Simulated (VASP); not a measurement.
Write the native input for VASP 6.6.1 that does the following.

| Property | Result |
| --- | --- |
| Task | single point |
| Functional | PBEsol |
| Potentials or basis | VASP PAW PBE potentials, release 64 (Mg, O) |
| Cutoff | 520 eV |
| k mesh | 9 × 9 × 2 |
| Occupations | gaussian, width 0.05 eV |
| Spin | no spin polarisation |
| Dipole correction | no |
| Further INCAR settings | ALGO = Normal; EDIFF = 1e-07; NBANDS = 36 |

The structure of MgO lies in POSCAR:

```
MgO
1.0
    2.1351500000     -2.1351500000      0.0000000000
    2.1351500000      0.0000000000     -2.1351500000
    8.4539974596      8.4539974596      8.4539974596
Mg O
6 6
Direct
    0.6666666667      0.6666666667      0.0420934990
    0.0000000000      0.0000000000      0.8839634783
    0.3333333333      0.3333333333      0.2104674948
    0.6666666667      0.6666666667      0.5472154866
    0.0000000000      0.0000000000      0.3788414907
    0.3333333333      0.3333333333      0.7155894824
    0.6666666667      0.6666666667      0.2946544928
    0.0000000000      0.0000000000      0.1262804969
    0.3333333333      0.3333333333      0.4630284886
    0.6666666667      0.6666666667      0.7997764804
    1.0000000000      1.0000000000      0.6314024845
    0.3333333333      0.3333333333      0.9681504762
```

This cell differs from its parent crystal: the distance across one plane changed.

The input as run:

INCAR

```
SYSTEM = MgO
  PREC = Accurate
  ENCUT = 520
  EDIFF = 1E-7
  ISMEAR = 0
  SIGMA = 0.05
  LREAL = .False.
  LASPH = .True.
  NELM = 100
  ALGO = Normal
  ISIF = 2
  LWAVE = .False.
  LCHARG = .False.
  GGA = PS
  NBANDS = 36
```

KPOINTS

```
regular mesh
0
Gamma
  9 9 2
  0 0 0
```

Potentials or basis: VASP PAW PBE potentials, release 64 (Mg, O).

The run is started by

```bash
$ cat potpaw_PBE.64/Mg/POTCAR potpaw_PBE.64/O/POTCAR > POTCAR
$ mpirun -np 1 vasp_std > vasp.out
```

It gave:

```yaml
Pressure: -4.7 GPa
Largest_force: 1.500 eV/Å
Band_gap_on_the_k_mesh: 4.04 eV
```

Caveat: the cell differs from its parent crystal (the distance across one plane changed); the cell stands under tension; the PAW data sets were made with another functional, which shifts forces and pressure a little.

Wall time 71 s on 1 thread of AMD EPYC 9R45 96-Core Processor (Zen 5) (shared host), peak memory 0.24 GiB.
